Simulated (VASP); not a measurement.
# Li4F (I4/mmm) in VASP: notebook

Runs on Li4F. Level: PBE. Tasks: single point, relaxation of cell and atoms.

All numbers are computed with VASP 6.6.1; they aren't measurements. Logs are shortened: lines on timing, memory, paths and dates and some standing lists are left out, and cuts for length are marked.

## 1. The cell of the first run

Symmetry: I4/mmm, No. 139, tetragonal system. Conventional cell: a = 3.827 Å, b = 3.827 Å, c = 7.236 Å, α = 90.00°, β = 90.00°, γ = 90.00°. Within 2.4 Å of Li (site symmetry 4mm) lie 1 F at 1.77 Å. Li (site symmetry mmm) has 2 F at 1.91 Å within 2.5 Å. F (site symmetry 4/mmm) has 6 Li at 1.77 to 1.91 Å within 2.4 Å.

## 2. Single point, PBE

Input file INCAR:

```
SYSTEM = Li4F
PREC = Accurate
ENCUT = 520
EDIFF = 1E-6
ISMEAR = 0
SIGMA = 0.1
LREAL = .False.
LASPH = .True.
NELM = 100
ALGO = Normal
ISIF = 2
LWAVE = .False.
LCHARG = .False.
GGA = PE
NBANDS = 18
```

Input file KPOINTS:

```
Automatic mesh
0
Gamma
  6 6 6
  0 0 0
```

Input file POSCAR:

```
Li4F
1.0
   -1.9134330400      1.9134330400      3.6178163400
    1.9134330400     -1.9134330400      3.6178163400
    1.9134330400      1.9134330400     -3.6178163400
Li F
4 1
Direct
    0.2450000000      0.2450000000      0.0000000000
    0.7550000000      0.7550000000      0.0000000000
    0.5000000000      0.0000000000      0.5000000000
    0.0000000000      0.5000000000      0.5000000000
    0.0000000000      0.0000000000      0.0000000000
```

Potentials or basis: VASP PAW PBE potentials, release 64 (Li_sv, F).

On the command line:

```sh
$ cat potpaw_PBE.64/Li_sv/POTCAR potpaw_PBE.64/F/POTCAR > POTCAR
$ mpirun -np 1 vasp_std > vasp.out
```

OUTCAR:

```text
SYSTEM = Li4F
   PREC = Accurate
   ENCUT = 520
   EDIFF = 1E-6
   ISMEAR = 0
   LREAL = .False.
   LASPH = .True.
   NELM = 100
   ISIF = 2
   GGA = PE

 ion  position               nearest neighbor table
   1  0.245  0.245  0.000-   5 1.77
   2  0.755  0.755  0.000-   5 1.77
   3  0.500  0.000  0.500-   5 1.91   5 1.91
   4  0.000  0.500  0.500-   5 1.91   5 1.91
   5  0.000  0.000  0.000-   1 1.77   2 1.77   3 1.91   4 1.91   4 1.91   3 1.91

  LATTYP: Found a body centered tetragonal cell.
 ALAT       =     3.8268660800
 C/A-ratio  =     1.8907462474

  Lattice vectors:

 A1 = (  -1.9134330400,   1.9134330400,   3.6178163400)
 A2 = (   1.9134330400,  -1.9134330400,   3.6178163400)
 A3 = (   1.9134330400,   1.9134330400,  -3.6178163400)

Analysis of symmetry for initial positions (statically):
=====================================================================
 Subroutine PRICEL returns:
 Original cell was already a primitive cell.

 Routine SETGRP: Setting up the symmetry group for a
 body centered tetragonal supercell.

 Subroutine GETGRP returns: Found 16 space group operations
 (whereof 16 operations were pure point group operations)
 out of a pool of 16 trial point group operations.

The static configuration has the point symmetry D_4h.

Analysis of symmetry for dynamics (positions and initial velocities):
=====================================================================
 Subroutine PRICEL returns:
 Original cell was already a primitive cell.

 Routine SETGRP: Setting up the symmetry group for a
 body centered tetragonal supercell.

 Subroutine GETGRP returns: Found 16 space group operations
 (whereof 16 operations were pure point group operations)
 out of a pool of 16 trial point group operations.

The dynamic configuration has the point symmetry D_4h.

 Subroutine INISYM returns: Found 16 space group operations
 (whereof 16 operations are pure point group operations),
 and found     1 'primitive' translations

----------------------------------------------------------------------------------------

                                     Primitive cell

  volume of cell :      52.9826

  direct lattice vectors                    reciprocal lattice vectors
    -1.913433040  1.913433040  3.617816340     0.000000000  0.261310425  0.138204915
     1.913433040 -1.913433040  3.617816340     0.261310425  0.000000000  0.138204915
     1.913433040  1.913433040 -3.617816340     0.261310425  0.261310425  0.000000000

  length of vectors
     4.517858682  4.517858682  4.517858682     0.295607403  0.295607403  0.369548746

  position of ions in fractional coordinates (direct lattice)
     0.245000000  0.245000000  0.000000000
     0.755000000  0.755000000  0.000000000
     0.500000000  0.000000000  0.500000000
     0.000000000  0.500000000  0.500000000
     0.000000000  0.000000000  0.000000000

  ion indices of the primitive-cell ions
   primitive index   ion index
                 1           1
                 2           2
                 3           3
                 4           4
                 5           5

----------------------------------------------------------------------------------------

 KPOINTS: Automatic mesh

Automatic generation of k-mesh.
 Grid dimensions read from file:
 generate k-points for:    6    6    6

 Generating k-lattice:

  Cartesian coordinates                     Fractional coordinates (reciprocal lattice)
     0.000000000  0.043551737  0.023034153     0.166666667  0.000000000 -0.000000000
     0.043551737  0.000000000  0.023034153     0.000000000  0.166666667 -0.000000000
     0.043551737  0.043551737  0.000000000     0.000000000  0.000000000  0.166666667

  Length of vectors
     0.049267900  0.049267900  0.061591458

  Shift w.r.t. Gamma in fractional coordinates (k-lattice)
     0.000000000  0.000000000  0.000000000

 Subroutine IBZKPT returns following result:
 ===========================================

 Found     30 irreducible k-points:

 Following reciprocal coordinates:
            Coordinates               Weight
  0.000000  0.000000  0.000000      1.000000
  0.166667  0.000000  0.000000      8.000000
  0.333333  0.000000 -0.000000      8.000000
  0.500000 -0.000000  0.000000      4.000000
  0.166667  0.166667  0.000000      8.000000
  0.333333  0.166667  0.000000     16.000000
[... 16 lines left out ...]
 -0.333333 -0.333333  0.166667      8.000000
 -0.166667 -0.333333  0.166667      8.000000
 [... further k-points ...]
   k-points           NKPTS =     30   k-points in BZ     NKDIM =     30   number of bands    NBANDS=     18
   number of dos      NEDOS =    301   number of ions     NIONS =      5
   total plane-waves  NPLWV =  46656
   dimension x,y,z NGX =    36 NGY =   36 NGZ =   36
   dimension x,y,z NGXF=    72 NGYF=   72 NGZF=   72
   ions per type =               4   1
   NGX,Y,Z   is equivalent  to a cutoff of  13.25, 13.25, 13.25 a.u.
[... 31 lines left out ...]
     AMIX_MAG =   1.60;   BMIX_MAG =  1.00
  volume/ion in A,a.u.               =      10.60        71.51
  Fermi-wavevector in a.u.,A,eV,Ry     =   1.163095  2.197930 18.405810  1.352789
  Thomas-Fermi vector in A             =   2.299648
   LORBIT       =      0    0 simple, 1 ext, 2 COOP (PROOUT), +10 PAW based schemes
   GGA     = PE    functional components
   LHFCALC =     F    Hartree Fock is set to
   AEXX    =    0.0000 exact exchange contribution
   IVDW    =     0    specifies the selected vdW correction
   LEPSILON=     F    determine dielectric tensor
   LRPA    =     F    only Hartree local field effects (RPA)
 non-spin polarized calculation
 Gauss-broadening in eV      SIGMA  =   0.10
  energy-cutoff  :      520.00
  volume of cell :       52.98
 maximum number of plane-waves:      1446
 NGX is ok and might be reduce to    36
   NGX = 17   NGY = 17   NGZ = 17

 number of electron      19.0000007 magnetization

 Free energy of the ion-electron system (eV)
  ---------------------------------------------------
  ext. energy  EPLUGINS =         0.00000000
  ---------------------------------------------------
  free energy    TOTEN  =       -13.63279626 eV

  energy without entropy =      -13.62631409  energy(sigma->0) =      -13.62955518

 E-fermi :   3.4138     XC(G=0):  -8.8986

 val. band max:        3.3820771286   @ k =   0.3333   0.3333  -0.0000
 cond. band min:       3.4495792841   @ k =   0.3333   0.3333   0.1667
 fundamental gap:      0.0675021555
 Fermi energy:         3.4138059016

 k-point     1 :       0.0000    0.0000    0.0000
  band No.  band energies     occupation
      1     -43.0892      2.00000
      2     -43.0167      2.00000
      3     -42.6522      2.00000
      4     -42.6113      2.00000
      5     -22.8910      2.00000
      6      -4.7849      2.00000
[... 10 lines left out ...]
     17      15.6194      0.00000
     18      15.7155      0.00000

 k-point     2 :       0.1667    0.0000    0.0000
  band No.  band energies     occupation
      1     -43.0826      2.00000
      2     -43.0205      2.00000
      3     -42.6507      2.00000
      4     -42.6149      2.00000
      5     -22.9036      2.00000
      6      -4.7858      2.00000
[... 10 lines left out ...]
     17      13.6835      0.00000
     18      15.3845      0.00000

 k-point     3 :       0.3333    0.0000   -0.0000
  band No.  band energies     occupation
      1     -43.0662      2.00000
      2     -43.0309      2.00000
      3     -42.6456      2.00000
      4     -42.6241      2.00000
      5     -22.9280      2.00000
      6      -4.7877      2.00000
[... 10 lines left out ...]
     17      13.5835      0.00000
     18      15.6478      0.00000

 k-point     4 :       0.5000   -0.0000    0.0000
  band No.  band energies     occupation
      1     -43.0488      2.00000
      2     -43.0451      2.00000
      3     -42.6371      2.00000
      4     -42.6347      2.00000
      5     -22.9401      2.00000
      6      -4.7864      2.00000
[... 375 lines left out ...]
      4     -42.6257      2.00000
      5     -22.9290      2.00000
      6      -4.8191      2.00000
[... 10 lines left out ...]
     17      14.2810      0.00000
     18      15.9471      0.00000

 k-point    23 :      -0.3333   -0.3333    0.1667
  band No.  band energies     occupation
      1     -43.0707      2.00000
      2     -43.0240      2.00000
      3     -42.6526      2.00000
      4     -42.6202      2.00000
      5     -22.9175      2.00000
      6      -4.8493      2.00000
[... 10 lines left out ...]
     17      14.9848      0.00000
     18      15.3061      0.00000

 k-point    24 :      -0.1667   -0.3333    0.1667
  band No.  band energies     occupation
      1     -43.0777      2.00000
      2     -43.0208      2.00000
      3     -42.6535      2.00000
      4     -42.6164      2.00000
      5     -22.9048      2.00000
      6      -4.8476      2.00000
[... 10 lines left out ...]
     17      13.9363      0.00000
     18      15.2608      0.00000

 [... further k-points ...]
[... 5 lines left out ...]
  --------------------------------------------------------------------------------------
  -------------------------------------------------------------------------------------
  Total        4.8133191      4.8133191      6.2207227      0.0000000     -0.0000000      0.0000000
  in kB      145.5533465    145.5533465    188.1128133      0.0000000     -0.0000000      0.0000000
  external PRESSURE =     159.7398354 kB  Pullay stress =       0.0000000 kB

 VOLUME and BASIS-vectors are now :
 -----------------------------------------------------------------------------
  energy-cutoff  :      520.00
  volume of cell :       52.98
      direct lattice vectors                 reciprocal lattice vectors
    -1.913433040  1.913433040  3.617816340     0.000000000  0.261310425  0.138204915
     1.913433040 -1.913433040  3.617816340     0.261310425  0.000000000  0.138204915
     1.913433040  1.913433040 -3.617816340     0.261310425  0.261310425  0.000000000

 POSITION                                       TOTAL-FORCE (eV/Angst)
 -----------------------------------------------------------------------------------
      0.00000      0.00000      1.77273        -0.000000     -0.000000     -0.335203
      0.00000      0.00000      5.46290        -0.000000     -0.000000      0.335203
      0.00000      1.91343      0.00000         0.000000      0.000000     -0.000000
      1.91343      0.00000      0.00000         0.000000      0.000000     -0.000000
      0.00000      0.00000      0.00000         0.000000      0.000000     -0.000000
 -----------------------------------------------------------------------------------
    total drift:                                0.000000      0.000000     -0.000000

  FREE ENERGIE OF THE ION-ELECTRON SYSTEM (eV)
  ---------------------------------------------------
  free  energy   TOTEN  =       -13.6327962596 eV

  energy  without entropy=      -13.6263140946  energy(sigma->0) =      -13.62955518
```

Wall time 17 s (1 thread of Intel Xeon Platinum 8559C (Emerald Rapids), shared host); peak memory 0.19 GiB.

Results:

```yaml
Free_energy: -13.6328 eV
Largest_force: 0.335 eV/Å
```

Forces in eV/Å, atoms in the order of the input:
```
Li   0.000  0.000 -0.335
Li   0.000  0.000  0.335
Li   0.000  0.000  0.000
Li   0.000  0.000  0.000
F    0.000  0.000  0.000
```

Levels at points of the mesh, in eV from the Fermi level:
```csv
k point,band 7,band 8,band 9,band 10,band 11,band 12
"(0.00, 0.00, 0.00)",-8.20,-8.19,-3.08,3.89,3.89,4.13
"(0.50, 0.00, 0.00)",-8.17,-8.09,-1.01,-0.85,2.77,4.31
"(0.50, 0.50, 0.00)",-8.06,-7.89,-0.91,-0.69,0.30,4.83
"(0.50, 0.50, 0.50)",-8.29,-8.29,-1.34,-0.37,3.17,3.17
```

Caveat: the k points lie up to 0.39 Å⁻¹ apart; the cutoff is under 1.25 times the usual one of these potentials, so pressure, stress and relaxed cells hold a basis-set (Pulay) error; an odd number of electrons without spin polarisation forces a metal; a magnetic or distorted state may lie lower.

## 3. Single point, PBE

This run uses another cell than the first one, of 15.69 Å³/atom, 1.480 times its volume.

Input file INCAR:

```
PREC     = Accurate       # precision mode
ENCUT    = 520            # plane-wave cutoff, eV
EDIFF    = 1E-7           # SCF threshold, eV
ISMEAR   = 0              # smearing method
SIGMA    = 0.1            # smearing width, eV
LREAL    = False          # projectors in reciprocal space
LASPH    = True           # aspherical terms in the spheres
NELM     = 60             # most SCF steps
ALGO     = Normal         # electronic algorithm
ISIF     = 2              # what is computed and relaxed
LWAVE    = False          # write WAVECAR
LCHARG   = False          # write CHGCAR
GGA      = PE             # functional
NBANDS   = 18             # bands
```

Input file KPOINTS:

```
regular mesh
0
Gamma
  6 6 6
```

Input file POSCAR:

```
Li4F
1.0
   -2.0855437137      2.0855437137      4.5081945846
    2.0855437137     -2.0855437137      4.5081945846
    2.0855437137      2.0855437137     -4.5081945846
Li F
4 1
Direct
    0.2136017798      0.2136017798      0.0000000000
    0.7863982202      0.7863982202      0.0000000000
    0.5000000000      0.0000000000      0.5000000000
    0.0000000000      0.5000000000      0.5000000000
    0.0000000000      0.0000000000      0.0000000000
```

Potentials or basis: VASP PAW PBE potentials, release 64 (Li_sv, F).

On the command line:

```sh
$ cat potpaw_PBE.64/Li_sv/POTCAR potpaw_PBE.64/F/POTCAR > POTCAR
$ mpirun -np 1 vasp_std > vasp.out
```

Run time: 26 s. Hardware: 1 thread of Intel Xeon Platinum 8559C (Emerald Rapids), shared host; peak memory 0.23 GiB.

It converged, with:

* Free energy: -14.7676 eV
* Largest force: 0.007 eV/Å

Forces on the atoms (eV/Å):
```
Li   0.000  0.000 -0.007
Li   0.000  0.000  0.007
Li   0.000  0.000  0.000
Li   0.000  0.000  0.000
F    0.000  0.000  0.000
```

Levels at points of the mesh, in eV from the Fermi level:
```
           k point  band 5  band 6  band 7  band 8  band 9  band 10  band 11  band 12  band 13  band 14
(0.00, 0.00, 0.00)  -25.62   -7.52   -7.43   -7.43   -2.90     2.21     3.65     3.65     4.61     4.67
(0.50, 0.00, 0.00)  -25.63   -7.47   -7.40   -7.40   -1.01    -0.80     2.35     2.58     4.46     5.73
(0.50, 0.50, 0.00)  -25.65   -7.41   -7.33   -7.28   -0.35    -0.13     0.30     2.99     3.76     4.57
(0.50, 0.50, 0.50)  -25.62   -7.56   -7.45   -7.45   -1.74    -0.78     3.09     3.09     4.98     8.17
```

Caveat: the cutoff is under 1.25 times the usual one of these potentials, so pressure, stress and relaxed cells hold a basis-set (Pulay) error; an odd number of electrons without spin polarisation forces a metal; a magnetic or distorted state may lie lower.

## 4. Relaxation of cell and atoms, PBE

Input file INCAR:

```
PREC     = Accurate       # precision mode
ENCUT    = 600            # plane-wave cutoff, eV
EDIFF    = 1E-6           # SCF threshold, eV
ISMEAR   = 0              # smearing method
SIGMA    = 0.1            # smearing width, eV
LREAL    = False          # projectors in reciprocal space
LASPH    = True           # aspherical terms in the spheres
NELM     = 60             # most SCF steps
ALGO     = Normal         # electronic algorithm
ISIF     = 3              # what is computed and relaxed
LWAVE    = False          # write WAVECAR
LCHARG   = False          # write CHGCAR
GGA      = PE             # functional
IBRION   = 2              # ionic algorithm
NSW      = 90             # ionic steps
EDIFFG   = -0.04          # ionic threshold
```

KPOINTS is that of step 3.

Input file POSCAR:

```
Li4F
1.0
   -1.9134330400      1.9134330400      3.6178163400
    1.9134330400     -1.9134330400      3.6178163400
    1.9134330400      1.9134330400     -3.6178163400
Li F
4 1
Direct
    0.2450000000      0.2450000000      0.0000000000
    0.7550000000      0.7550000000      0.0000000000
    0.5000000000      0.0000000000      0.5000000000
    0.0000000000      0.5000000000      0.5000000000
    0.0000000000      0.0000000000      0.0000000000
```

On the command line:

```sh
$ cat potpaw_PBE.64/Li_sv/POTCAR potpaw_PBE.64/F/POTCAR > POTCAR
$ mpirun -np 1 vasp_std > vasp.out
```

Run time: 96 s. Hardware: 1 thread of Intel Xeon Platinum 8559C (Emerald Rapids), shared host; peak memory 0.2 GiB.

The run converged. Its results:

- Free energy: -14.6777 eV
- Relaxed volume: 15.05 Å³/atom
- Relaxed cell: a = 5.241 Å, b = 5.241 Å, c = 5.241 Å, α = 133.14°, β = 133.14°, γ = 68.43°
- Space group after relaxing (to 0.05 Å): I4/mmm (No. 139)
- Energy gained by relaxing: 208.1 meV/atom
- Ionic steps: 11
- Pressure after relaxing: 0.0 GPa
- Largest force after relaxing: 0.018 eV/Å

Forces on the atoms (eV/Å):
```
Li   0.000  0.000  0.018
Li   0.000  0.000 -0.018
Li   0.000  0.000  0.000
Li   0.000  0.000  0.000
F    0.000  0.000  0.000
```

Step by step:
| step | energy change (eV) | largest force (eV/Å) | pressure (GPa) | volume (Å³) |
| --- | --- | --- | --- | --- |
| 1 | 0.0000 | 0.3363 | 15.83 | 52.98 |
| 2 | -0.6150 | 0.4727 | 7.44 | 61.42 |
| 3 | -0.9184 | 0.5491 | 0.56 | 73.30 |
| 4 | -0.9237 | 0.5569 | -0.25 | 75.20 |
| 5 | -0.9600 | 0.4577 | -0.25 | 75.38 |
| 6 | -1.0224 | 0.0742 | 0.01 | 75.93 |
| 7 | -1.0245 | 0.0611 | 0.14 | 76.08 |
| 8 | -1.0247 | 0.0299 | 0.08 | 76.04 |
| 9 | -1.0353 | 0.0077 | -0.19 | 76.30 |
| 10 | -1.0388 | 0.0057 | -0.47 | 76.52 |
| 11 | -1.0406 | 0.0181 | 0.02 | 75.27 |

Final structure:
```
CELL_PARAMETERS angstrom
-2.08378 2.08378 4.33369
2.08378 -2.08378 4.33369
2.08378 2.08378 -4.33369
ATOMIC_POSITIONS crystal
Li 0.21715 0.21715 0.00000
Li 0.78285 0.78285 0.00000
Li 0.50000 0.00000 0.50000
Li 0.00000 0.50000 0.50000
F 0.00000 0.00000 0.00000
```

Levels at points of the mesh, in eV from the Fermi level:
| k point | band 6 | band 7 | band 8 | band 9 | band 10 | band 11 | band 12 | band 13 |
| --- | --- | --- | --- | --- | --- | --- | --- | --- |
| (0.00, 0.00, 0.00) | -7.58 | -7.48 | -7.48 | -2.92 | 2.52 | 3.60 | 3.60 | 4.53 |
| (0.50, 0.00, 0.00) | -7.54 | -7.45 | -7.45 | -1.03 | -0.81 | 2.44 | 2.82 | 4.33 |
| (0.50, 0.50, 0.00) | -7.48 | -7.39 | -7.33 | -0.43 | -0.20 | 0.28 | 3.14 | 3.86 |
| (0.50, 0.50, 0.50) | -7.63 | -7.51 | -7.51 | -1.69 | -0.69 | 3.00 | 3.00 | 4.93 |

Caveat: the k points lie up to 0.36 Å⁻¹ apart in the final cell; the cutoff is under 1.25 times the usual one of these potentials, so pressure, stress and relaxed cells hold a basis-set (Pulay) error; the volume moved by over 15 % at a fixed basis, so the end points are rough; an odd number of electrons without spin polarisation forces a metal; a magnetic or distorted state may lie lower.

## 5. Summary

| task | cell | cutoff (eV) | gap on the mesh (eV) | largest force (eV/Å) |
| --- | --- | --- | --- | --- |
| single point | a = 4.518 Å, angles 129.9, 129.9, 73.6°, 5 atoms | 520 | none | 0.34 |
| single point | a = 5.387 Å, angles 134.4, 134.4, 66.4°, 5 atoms | 520 | none | 0.01 |
| relaxation of cell and atoms | relaxed from a = 4.518 Å, angles 129.9, 129.9, 73.6°, 5 atoms | 600 | none | 0.02 |

Alike in all rows: level PBE; potentials or basis VASP PAW PBE potentials, release 64 (Li_sv, F); no spin polarisation; k mesh 6 × 6 × 6; smearing gaussian 0.1 eV.

Caveats: some runs use coarse meshes; the cutoff is under 1.25 times the usual one of these potentials, so pressure, stress and relaxed cells hold a basis-set (Pulay) error; an odd number of electrons without spin polarisation forces a metal; a magnetic or distorted state may lie lower; the volume moved by over 15 % at a fixed basis, so the end points are rough (some runs).

Absolute energies hang on the potentials; compare differences alone.
